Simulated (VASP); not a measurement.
CuI (Marshite):

```
I Cu
1.0
     0.00000    3.03150    3.03150
     3.03150    0.00000    3.03150
     3.03150    3.03150    0.00000
I Cu
1 1
Direct
  0.00000 0.00000 0.00000
  0.75000 0.75000 0.75000
```

Base run:

```yaml
Program: VASP 6.6.1
Functional: PBEsol
Potentials_or_basis: VASP PAW PBE potentials, release 64 (I, Cu)
Cutoff: 520 eV
k_mesh: 8 × 8 × 8
Occupations: fermi-dirac, width 0.05 eV
Spin: no spin polarisation
Hubbard_terms: Cu d U = 4.0 eV
```

Its results: band gap on the k mesh 1.63 eV, direct; pressure -1.8 GPa.

Q: The run is repeated on the same cell with these changes: hubbard terms from Cu d U = 4.0 eV to none. What comes out?

A: Band gap on the k mesh 1.03 eV, direct; pressure -2.2 GPa.

The U term pushes filled and empty states of the shell apart.

Caveats: the PAW data sets were made with another functional, which shifts forces and pressure a little; spin-orbit coupling is left out, which moves the levels of the heavy elements.

